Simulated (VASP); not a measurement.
Write the native input for VASP 6.6.1 that does the following.

```
Task                   : single point
Functional             : PBE
Potentials or basis    : VASP PAW PBE potentials, release 64 (Ba_sv, Ti_sv, O)
Cutoff                 : 520 eV
k mesh                 : 6 × 6 × 6
Occupations            : gaussian, width 0.05 eV
Spin                   : no spin polarisation
Dipole correction      : no
Further INCAR settings : ALGO = Normal; EDIFF = 1e-07; NBANDS = 28
```

The structure of BaTiO3 lies in POSCAR:

```
BaTiO3
1.0
    2.8630706910      1.6529946342      2.3563003940
   -2.8630706910      1.6529946342      2.3563003940
    0.0000000000     -3.3059892684      2.3563003940
Ba Ti O
1 1 3
Direct
   -0.0091919497     -0.0091919497     -0.0091919497
    0.5191875227      0.5191875227      0.5191875227
    0.4883938465      0.4883938465      0.9777702638
    0.4883938465      0.9777702638      0.4883938465
    0.9777702638      0.4883938465      0.4883938465
```

This cell differs from its parent crystal: all Ba atoms moved +0.100 Å, as atom 1 towards its neighbour atom 2 (Ti) at 3.434 Å.

The input as run:

INCAR

```
ALGO = Normal
EDIFF = 1E-7
ENCUT = 520
GGA = PE
ISIF = 2
ISMEAR = 0
LASPH = True
LCHARG = False
LREAL = False
LWAVE = False
NBANDS = 28
NELM = 80
PREC = Accurate
SIGMA = 0.05
```

KPOINTS

```
k-points
0
Gamma
  6 6 6
```

Potentials or basis: VASP PAW PBE potentials, release 64 (Ba_sv, Ti_sv, O).

The run is started by

```sh
$ cat potpaw_PBE.64/Ba_sv/POTCAR potpaw_PBE.64/Ti_sv/POTCAR potpaw_PBE.64/O/POTCAR > POTCAR
$ mpirun -np 1 vasp_std > vasp.out
```

It gave:

```json
{
  "Pressure": "1.6 GPa",
  "Largest force": "0.509 eV/Å",
  "Band gap on the k mesh": "2.57 eV, indirect (least direct gap 3.10 eV)"
}
```

Caveat: the cell differs from its parent crystal (all Ba atoms moved +0.100 Å, as atom 1 towards its neighbour atom 2 (Ti) at 3.434 Å); spin-orbit coupling is left out, which moves the levels of the heavy elements.

Run time: 90 s on 1 thread of Intel(R) Xeon(R) Platinum 8488C (Sapphire Rapids), on a shared host, peak memory 0.21 GiB.
